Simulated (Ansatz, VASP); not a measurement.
**Two plane-wave programs on AlNi3**

File INCAR:

```
SYSTEM = AlNi3
PREC = Accurate
ENCUT = 520
EDIFF = 1E-6
ISMEAR = 0
SIGMA = 0.05
LREAL = .FALSE.
LASPH = .TRUE.
NELM = 150
ALGO = Normal
ISIF = 2
LWAVE = .FALSE.
LCHARG = .FALSE.
ISPIN = 2
MAGMOM = 0 0.26 0.26 0.26
LORBIT = 11
LMAXMIX = 4
GGA = CA
NBANDS = 28
```

Contents of KPOINTS:

```
regular mesh
0
G
  12 12 12
  0 0 0
```

File POSCAR:

```
AlNi3
1.0
    3.4638991671      0.0000000000      0.0000000000
    0.0000000000      3.4638991671      0.0000000000
    0.0000000000      0.0000000000      3.4638991671
Al Ni
1 3
Direct
    0.0000000000      0.0000000000      0.0000000000
    0.0000000000      0.5000000000      0.5000000000
    0.5000000000      0.0000000000      0.5000000000
    0.5000000000      0.5000000000      0.0000000000
```

Input for Ansatz:

```yaml
crystal:
  lattice:
    - [3.4638991671, 0.0, 0.0]
    - [0.0, 3.4638991671, 0.0]
    - [0.0, 0.0, 3.4638991671]
  atoms:
    - { symbol: Al, position: [0.0, 0.0, 0.0] }
    - { symbol: Ni, position: [0.0, 0.5, 0.5], spin: 0.26 }
    - { symbol: Ni, position: [0.5, 0.0, 0.5], spin: 0.26 }
    - { symbol: Ni, position: [0.5, 0.5, 0.0], spin: 0.26 }
basis:
  ecutwfc: 420
  ecutrho_ratio: 4
kpoints:
  mp_grid: { grid: [12, 12, 12] }
hamiltonian:
  xc: lda
scf:
  occupations: { method: gaussian, width: 0.05 }
output:
  forces: true
  stress: true
  eigenvalues: true
  populations: true
magnetization:
  spin_polarized: true
```

Alike in both runs: task single point; functional LDA; k mesh 12 × 12 × 12; occupations gaussian, width 0.05 eV; collinear spin.

```csv
,VASP,Ansatz
version,VASP 6.6.1,Ansatz 0.2.0
potentials or method,"VASP PAW LDA potentials, release 64 (Al, Ni), cutoff 520 eV","scalar-relativistic, plane waves, PAW"
valence electrons in the cell,33,57
```

|  | VASP | Ansatz | Ansatz less VASP |
| --- | --- | --- | --- |
| gap on the k mesh at the Fermi level (eV) | none | none | - |
| pressure (GPa) | 3.4 | 3.3 | -0.11 |
| net moment per atom (μB) | 0.03 | 0.15 | +0.116 |
| size of the moment on the site where the two differ most (μB) | 0.05 | 0.22 | +0.170 |

The net moments are unlike, so the other rows may belong to different states. LDA's correlation is that of Perdew and Zunger in VASP and of Perdew and Wang (1992) in Ansatz. Site moments also hang on the region over which each program counts them. A gap of «none» marks a metal or a gap that the smearing closes. VASP's potentials hold 33 valence electrons a cell and Ansatz's 57, so a difference there can come from the potentials and not from the codes.
